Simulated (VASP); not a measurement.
# Cd (I4/mmm) in VASP: further runs

Runs on Cd. Level: PBEsol. Tasks: single point.

Everything below comes from runs of VASP 6.6.1. Logs are shortened: lines on timing, memory, paths and dates and some standing lists are left out, and cuts for length are marked.

## (1) The cell of the first run

It takes space group I4/mmm (No. 139, tetragonal). Conventional cell: a = 3.137 Å, b = 3.137 Å, c = 4.303 Å, α = 90.00°, β = 90.00°, γ = 90.00°. Cd (site symmetry 4/mmm) has 12 Cd at 3.09 to 3.14 Å within 4.1 Å.

## (2) Single point, PBEsol (strain +0.000 along x and y, -0.030 along z)

Contents of INCAR:

```
PREC = Accurate ; ENCUT = 520
EDIFF = 1E-6 ; ISMEAR = 0
SIGMA = 0.15 ; LREAL = F
LASPH = T ; NELM = 100
ALGO = Normal ; ISIF = 2
LWAVE = F ; LCHARG = F
GGA = PS ; NBANDS = 12
```

Contents of KPOINTS:

```
Automatic mesh
0
Gamma
  18 18 18
```

Contents of POSCAR:

```
Cd
1.0
    0.0000000000      2.2181497500      2.1516052575
    2.2181497500      0.0000000000      2.1516052575
    2.2181497500      2.2181497500      0.0000000000
Cd
1
Direct
    0.0000000000      0.0000000000      0.0000000000
```

Potentials or basis: VASP PAW PBE potentials, release 64 (Cd).

Run with:

```
$ cat potpaw_PBE.64/Cd/POTCAR > POTCAR
$ mpirun -np 1 vasp_std > vasp.out
```

OUTCAR:

```text
PREC = Accurate
   ENCUT = 520
   EDIFF = 1E-6
   ISMEAR = 0
   LREAL = F
   LASPH = T
   NELM = 100
   ISIF = 2
   GGA = PS

 ion  position               nearest neighbor table
   1  0.000  0.000  0.000-

  LATTYP: Found a body centered tetragonal cell.
 ALAT       =     3.1369374598
 C/A-ratio  =     1.3717871555

  Lattice vectors:

 A1 = (   0.0000000000,  -2.2181497500,  -2.1516052575)
 A2 = (   0.0000000000,   2.2181497500,  -2.1516052575)
 A3 = (   2.2181497500,   0.0000000000,   2.1516052575)

Analysis of symmetry for initial positions (statically):
=====================================================================
 Subroutine PRICEL returns:
 Original cell was already a primitive cell.

 Routine SETGRP: Setting up the symmetry group for a
 body centered tetragonal supercell.

 Subroutine GETGRP returns: Found 16 space group operations
 (whereof 16 operations were pure point group operations)
 out of a pool of 16 trial point group operations.

The static configuration has the point symmetry D_4h.

Analysis of symmetry for dynamics (positions and initial velocities):
=====================================================================
 Subroutine PRICEL returns:
 Original cell was already a primitive cell.

 Routine SETGRP: Setting up the symmetry group for a
 body centered tetragonal supercell.

 Subroutine GETGRP returns: Found 16 space group operations
 (whereof 16 operations were pure point group operations)
 out of a pool of 16 trial point group operations.

The dynamic configuration has the point symmetry D_4h.

 Subroutine INISYM returns: Found 16 space group operations
 (whereof 16 operations are pure point group operations),
 and found     1 'primitive' translations

----------------------------------------------------------------------------------------

                                     Primitive cell

  volume of cell :      21.1726

  direct lattice vectors                    reciprocal lattice vectors
     0.000000000  2.218149750  2.151605257    -0.225413095  0.225413095  0.232384634
     2.218149750  0.000000000  2.151605257     0.225413095 -0.225413095  0.232384634
     2.218149750  2.218149750  0.000000000     0.225413095  0.225413095 -0.232384634

  length of vectors
     3.090241657  3.090241657  3.136937460     0.394493022  0.394493022  0.394493022

  position of ions in fractional coordinates (direct lattice)
     0.000000000  0.000000000  0.000000000

  ion indices of the primitive-cell ions
   primitive index   ion index
                 1           1

----------------------------------------------------------------------------------------

 KPOINTS: Automatic mesh

Automatic generation of k-mesh.
 Grid dimensions read from file:
 generate k-points for:   18   18   18

 Generating k-lattice:

  Cartesian coordinates                     Fractional coordinates (reciprocal lattice)
    -0.012522950  0.012522950  0.012910257     0.055555556  0.000000000  0.000000000
     0.012522950 -0.012522950  0.012910257     0.000000000  0.055555556  0.000000000
     0.012522950  0.012522950 -0.012910257     0.000000000  0.000000000  0.055555556

  Length of vectors
     0.021916279  0.021916279  0.021916279

  Shift w.r.t. Gamma in fractional coordinates (k-lattice)
     0.000000000  0.000000000  0.000000000

 Subroutine IBZKPT returns following result:
 ===========================================

 Found    480 irreducible k-points:

 Following reciprocal coordinates:
            Coordinates               Weight
  0.000000  0.000000  0.000000      1.000000
  0.055556 -0.000000  0.000000      8.000000
  0.111111 -0.000000  0.000000      8.000000
  0.166667 -0.000000  0.000000      8.000000
  0.222222 -0.000000  0.000000      8.000000
  0.277778  0.000000  0.000000      8.000000
[... 16 lines left out ...]
 -0.277778  0.055556  0.000000      8.000000
 -0.222222  0.055556  0.000000      8.000000
 [... further k-points ...]
   k-points           NKPTS =    480   k-points in BZ     NKDIM =    480   number of bands    NBANDS=     12
   number of dos      NEDOS =    301   number of ions     NIONS =      1
   total plane-waves  NPLWV =  13824
   dimension x,y,z NGX =    24 NGY =   24 NGZ =   24
   dimension x,y,z NGXF=    48 NGYF=   48 NGZF=   48
   ions per type =               1
   NGX,Y,Z   is equivalent  to a cutoff of  12.91, 12.91, 12.72 a.u.
   NGXF,Y,Z  is equivalent  to a cutoff of  25.82, 25.82, 25.44 a.u.
 SYSTEM =  unknown system
   PREC   = accura    normal or accurate (medium, high low for compatibility)
   ISTART =      0    job   : 0-new  1-cont  2-samecut
   ICHARG =      2    charge: 1-file 2-atom 10-const
   ISPIN  =      1    spin polarized calculation?
   LNONCOLLINEAR =      F non collinear calculations
   LSORBIT =      F    spin-orbit coupling
   LASPH  =      T    aspherical Exc in radial PAW
   ENCUT  =  520.0 eV  38.22 Ry    6.18 a.u.   5.75  5.75  5.83*2*pi/ulx,y,z
   NELM   =    100;   NELMIN=  2; NELMDL= -5     # of ELM steps
   EDIFF  = 0.1E-05   stopping-criterion for ELM
   LREAL  =      F    real-space projection
   EDIFFG = 0.1E-04   stopping-criterion for IOM
   NSW    =      0    number of steps for IOM
   IBRION =     -1    ionic relax: 0-MD 1-quasi-New 2-CG
   NFREE  =      0    steps in history (QN), initial steepest desc. (CG)
   ISIF   =      2    stress and relaxation
   ISYM   =      2    0-nonsym 1-usesym 2-fastsym
   POTIM  = 0.5000    time-step for ionic-motion
   TEBEG  =    0.0;   TEEND  =   0.0 temperature during run
   PSTRESS=    0.0 pullay stress
   NELECT =      12.0000    total number of electrons
   NUPDOWN=      -1.0000    fix difference up-down
   EMIN   =  10.00;   EMAX   =-10.00  energy-range for DOS
   EFERMI =   0.00;   METHOD = LEGACY
   ISMEAR =     0;   SIGMA  =   0.15  broadening in eV -4-tet -1-fermi 0-gaus
   EFERMI_NEDOS =   21; number of points for ismear=-14 and -15
   IALGO  =     38    algorithm
   IMIX   =      4    mixing-type and parameters
     AMIX     =   0.40;   BMIX     =  1.00
     AMIX_MAG =   1.60;   BMIX_MAG =  1.00
  volume/ion in A,a.u.               =      21.17       142.88
  Fermi-wavevector in a.u.,A,eV,Ry     =   1.354806  2.560212 24.973487  1.835500
  Thomas-Fermi vector in A             =   2.481947
   LORBIT       =      0    0 simple, 1 ext, 2 COOP (PROOUT), +10 PAW based schemes
   GGA     = PS    functional components
   LHFCALC =     F    Hartree Fock is set to
   AEXX    =    0.0000 exact exchange contribution
   IVDW    =     0    specifies the selected vdW correction
   LEPSILON=     F    determine dielectric tensor
   LRPA    =     F    only Hartree local field effects (RPA)
 non-spin polarized calculation
 Gauss-broadening in eV      SIGMA  =   0.15
  energy-cutoff  :      520.00
  volume of cell :       21.17
 maximum number of plane-waves:       584
   NGX = 11   NGY = 11   NGZ = 11

 number of electron      12.0000007 magnetization

 Free energy of the ion-electron system (eV)
  ---------------------------------------------------
  ext. energy  EPLUGINS =         0.00000000
  ---------------------------------------------------
  free energy    TOTEN  =        -1.18753346 eV

  energy without entropy =       -1.18352860  energy(sigma->0) =       -1.18553103

 E-fermi :   2.8171     XC(G=0): -11.3267

 val. band max:        2.8071442754   @ k =  -0.3889   0.0556   0.3889
 cond. band min:       2.8327207770   @ k =  -0.2222   0.4444   0.2222
 fundamental gap:      0.0255765016
 Fermi energy:         2.8171449089

 k-point     1 :       0.0000    0.0000    0.0000
  band No.  band energies     occupation
      1      -6.3112      2.00000
      2      -6.3112      2.00000
      3      -6.2071      2.00000
      4      -6.1760      2.00000
      5      -5.8357      2.00000
      6      -5.7407      2.00000
      7      16.8869      0.00000
      8      18.1035      0.00000
      9      18.1101      0.00000
     10      18.1101      0.00000
     11      21.4735      0.00000
     12      21.5876      0.00000

 k-point     2 :       0.0556   -0.0000    0.0000
  band No.  band energies     occupation
      1      -6.3148      2.00000
      2      -6.2968      2.00000
      3      -6.2029      2.00000
      4      -6.0895      2.00000
      5      -5.8380      2.00000
      6      -5.7456      2.00000
      7      16.4798      0.00000
      8      17.3530      0.00000
      9      17.9687      0.00000
     10      17.9875      0.00000
     11      21.7224      0.00000
     12      21.8066      0.00000

 k-point     3 :       0.1111   -0.0000    0.0000
  band No.  band energies     occupation
      1      -6.3491      2.00000
      2      -6.2604      2.00000
      3      -6.1806      2.00000
      4      -5.8391      2.00000
      5      -5.8193      2.00000
      6      -5.7556      2.00000
      7      14.6117      0.00000
      8      17.1605      0.00000
      9      17.6235      0.00000
     10      17.7097      0.00000
     11      21.7487      0.00000
     12      22.2898      0.00000

 k-point     4 :       0.1667   -0.0000    0.0000
  band No.  band energies     occupation
      1      -6.4194      2.00000
      2      -6.2224      2.00000
      3      -6.1448      2.00000
      4      -5.8212      2.00000
      5      -5.7565      2.00000
      6      -5.3661      2.00000
      7      12.4501      0.00000
      8      17.0523      0.00000
      9      17.1933      0.00000
     10      17.4206      0.00000
     11      21.3688      0.00000
     12      22.1252      0.00000

 k-point     5 :       0.2222   -0.0000    0.0000
  band No.  band energies     occupation
      1      -6.5102      2.00000
      2      -6.2091      2.00000
      3      -6.1250      2.00000
      4      -5.7629      2.00000
      5      -5.7255      2.00000
      6      -4.7349      2.00000
      7      10.3022      0.00000
      8      16.7439      0.00000
      9      16.7745      0.00000
     10      17.2120      0.00000
     11      21.0915      0.00000
     12      21.3197      0.00000
[... 228 lines left out ...]
      1      -6.7597      2.00000
      2      -6.2768      2.00000
      3      -6.2143      2.00000
      4      -5.4756      2.00000
      5      -5.4692      2.00000
      6      -1.3622      2.00000
      7       3.9328      0.00000
      8      14.9340      0.00000
      9      15.6990      0.00000
     10      15.9467      0.00000
     11      19.4974      0.00000
     12      20.2964      0.00000

 k-point    22 :      -0.3333    0.0556    0.0000
  band No.  band energies     occupation
      1      -6.6962      2.00000
      2      -6.2482      2.00000
      3      -6.1831      2.00000
      4      -5.5759      2.00000
      5      -5.5362      2.00000
      6      -2.5336      2.00000
      7       5.7397      0.00000
      8      14.8692      0.00000
      9      16.3303      0.00000
     10      16.3407      0.00000
     11      19.5549      0.00000
     12      20.2759      0.00000

 k-point    23 :      -0.2778    0.0556    0.0000
  band No.  band energies     occupation
      1      -6.6136      2.00000
      2      -6.2144      2.00000
      3      -6.1502      2.00000
      4      -5.6958      2.00000
      5      -5.6162      2.00000
      6      -3.5517      2.00000
      7       7.6764      0.00000
      8      14.9260      0.00000
      9      16.8362      0.00000
     10      17.0433      0.00000
     11      19.7820      0.00000
     12      20.2082      0.00000

 k-point    24 :      -0.2222    0.0556    0.0000
  band No.  band energies     occupation
      1      -6.5221      2.00000
      2      -6.1899      2.00000
      3      -6.1298      2.00000
      4      -5.8029      2.00000
      5      -5.6943      2.00000
      6      -4.4031      2.00000
      7       9.7209      0.00000
      8      15.0914      0.00000
      9      17.3483      0.00000
     10      17.7278      0.00000
     11      20.1576      0.00000
     12      20.2479      0.00000

 [... further k-points ...]

------------------------ aborting loop because EDIFF is reached ----------------------------------------

  FORCE on cell =-STRESS in cart. coord.  units (eV):
  Direction    XX          YY          ZZ          XY          YZ          ZX
  --------------------------------------------------------------------------------------
  -------------------------------------------------------------------------------------
  Total       -0.0702343     -0.0702343      0.0402257      0.0000000      0.0000000      0.0000000
  in kB       -5.3147829     -5.3147829      3.0439689      0.0000000      0.0000000      0.0000000
  external PRESSURE =      -2.5285323 kB  Pullay stress =       0.0000000 kB

 VOLUME and BASIS-vectors are now :
 -----------------------------------------------------------------------------
  energy-cutoff  :      520.00
  volume of cell :       21.17
      direct lattice vectors                 reciprocal lattice vectors
     0.000000000  2.218149750  2.151605257    -0.225413095  0.225413095  0.232384634
     2.218149750  0.000000000  2.151605257     0.225413095 -0.225413095  0.232384634
     2.218149750  2.218149750  0.000000000     0.225413095  0.225413095 -0.232384634

 POSITION                                       TOTAL-FORCE (eV/Angst)
 -----------------------------------------------------------------------------------
      0.00000      0.00000      0.00000        -0.000000      0.000000      0.000000
 -----------------------------------------------------------------------------------
    total drift:                               -0.000000      0.000000     -0.000000

  FREE ENERGIE OF THE ION-ELECTRON SYSTEM (eV)
  ---------------------------------------------------
  free  energy   TOTEN  =        -1.1875334643 eV

  energy  without entropy=       -1.1835286017  energy(sigma->0) =       -1.18553103
```

It took 33 s on 1 thread of Intel Xeon 6975P-C (Granite Rapids), shared host; peak memory 0.23 GiB.

Results:

```
Free energy            : -1.1875 eV
Pressure               : -0.3 GPa
Band gap on the k mesh : zero (bands 6 and 7 overlap by 3.04 eV)
```

Levels at points of the mesh, in eV from the Fermi level:
```csv
k point,band 2,band 3,band 4,band 5,band 6,band 7,band 8,band 9,band 10,band 11
"(0.00, 0.00, 0.00)",-9.13,-9.02,-8.99,-8.65,-8.56,14.07,15.29,15.29,15.29,18.66
"(0.50, 0.00, 0.00)",-9.14,-9.04,-8.23,-8.18,-2.41,-1.22,12.49,12.74,13.62,16.47
"(0.50, 0.50, 0.00)",-9.72,-8.23,-8.10,-8.10,-0.57,1.99,6.59,6.59,11.04,11.05
"(0.50, 0.00, 0.50)",-9.72,-8.23,-8.14,-8.07,-0.99,1.32,7.04,7.14,11.49,11.61
```

Caveat: the cell differs from its parent crystal (strain +0.000 along x and y, -0.030 along z); the PAW data sets were made with another functional, which shifts forces and pressure a little.

## (3) Single point, PBEsol (strain -0.015 along x and y, +0.000 along z)

Contents of INCAR:

```
SYSTEM = Cd
PREC     = Accurate       ! precision mode
ENCUT    = 520            ! plane-wave cutoff, eV
EDIFF    = 1E-6           ! SCF threshold, eV
ISMEAR   = 0              ! smearing method
SIGMA    = 0.15           ! smearing width, eV
LREAL    = .False.        ! projectors in reciprocal space
LASPH    = .True.         ! aspherical terms in the spheres
NELM     = 60             ! most SCF steps
ALGO     = Fast           ! electronic algorithm
ISIF     = 2              ! what is computed and relaxed
LWAVE    = .False.        ! write WAVECAR
LCHARG   = .False.        ! write CHGCAR
GGA      = PS             ! functional
NBANDS   = 12             ! bands
```

Contents of KPOINTS:

```
regular mesh
0
Gamma
  18 18 18
  0 0 0
```

Contents of POSCAR:

```
Cd
1.0
    0.0000000000      2.1848775037      2.2181497500
    2.1848775037      0.0000000000      2.2181497500
    2.1848775037      2.1848775037      0.0000000000
Cd
1
Direct
    0.0000000000      0.0000000000      0.0000000000
```

Potentials or basis: VASP PAW PBE potentials, release 64 (Cd).

Run with:

```
$ cat potpaw_PBE.64/Cd/POTCAR > POTCAR
$ mpirun -np 1 vasp_std > vasp.out
```

It took 38 s on 1 thread of Intel Xeon 6975P-C (Granite Rapids), shared host; peak memory 0.23 GiB.

It converged, with:

| Quantity | Value |
| --- | --- |
| Free energy | -1.1883 eV |
| Pressure | -0.2 GPa |
| Band gap on the k mesh | zero (bands 6 and 7 overlap by 2.91 eV) |

Stress tensor (GPa, compression positive):
```
-0.05  0.00  0.00
 0.00 -0.05  0.00
 0.00  0.00 -0.64
```

Levels at points of the mesh, in eV from the Fermi level:
```csv
k point,band 3,band 4,band 5,band 6,band 7,band 8,band 9,band 10
"(0.00, 0.00, 0.00)",-9.07,-8.98,-8.62,-8.57,14.07,15.29,15.29,15.29
"(0.50, 0.00, 0.00)",-9.06,-8.21,-8.19,-2.41,-1.22,12.59,13.02,13.23
"(0.50, 0.50, 0.00)",-8.22,-8.10,-8.10,-0.98,1.33,7.09,7.09,11.49
"(0.50, 0.00, 0.50)",-8.22,-8.11,-8.08,-0.78,1.66,6.82,6.87,11.27
```

Caveat: the cell differs from its parent crystal (strain -0.015 along x and y, +0.000 along z); the PAW data sets were made with another functional, which shifts forces and pressure a little.

(Continued in part 2 of 2.)
